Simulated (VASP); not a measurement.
Set up this calculation in VASP 6.6.1, as the native input.

- Task: single point
- Functional: PBE
- Potentials or basis: VASP PAW PBE potentials, release 64 (Co)
- Cutoff: 520 eV
- k mesh: 21 × 21 × 12
- Occupations: gaussian, width 0.15 eV
- Spin: collinear spin, ferromagnetic start
- Starting moments: [1.86, 1.86] μB
- Dipole correction: no
- Further INCAR settings: ALGO = Normal; EDIFF = 1e-07; NBANDS = 20

The structure of Co lies in POSCAR:

```
Co
1.0
    2.4684000000      0.0000000000      0.0000000000
   -1.2342000000      2.1376971067      0.0000000000
    0.0000000000      0.0000000000      4.1936000000
Co
2
Direct
    0.3333333333      0.6666666667      0.2500000000
    0.6666666667      0.3333333333      0.7500000000
```

The input as run:

INCAR

```
PREC = Accurate
ENCUT = 520
EDIFF = 1E-7
ISMEAR = 0
SIGMA = 0.15
LREAL = F
LASPH = T
NELM = 150
ALGO = Normal
ISIF = 2
LWAVE = F
LCHARG = F
ISPIN = 2
MAGMOM = 1.86 1.86
LORBIT = 11
LMAXMIX = 4
GGA = PE
NBANDS = 20
```

KPOINTS

```
regular mesh
0
Gamma
  21 21 12
```

Potentials or basis: VASP PAW PBE potentials, release 64 (Co).

Command:

```sh
$ cat potpaw_PBE.64/Co/POTCAR > POTCAR
$ mpirun -np 1 vasp_std > vasp.out
```

It gave:

```
Pressure                                              : -3.8 GPa
Net moment                                            : 3.25 μB per cell
Site moments                                          : Co +1.65 μB
Valence electrons inside the program's atomic spheres : Co 8.24
```

Run time: 2.1 min on 1 thread of Intel(R) Xeon(R) 6975P-C (Granite Rapids), on a shared host, peak memory 0.3 GiB.
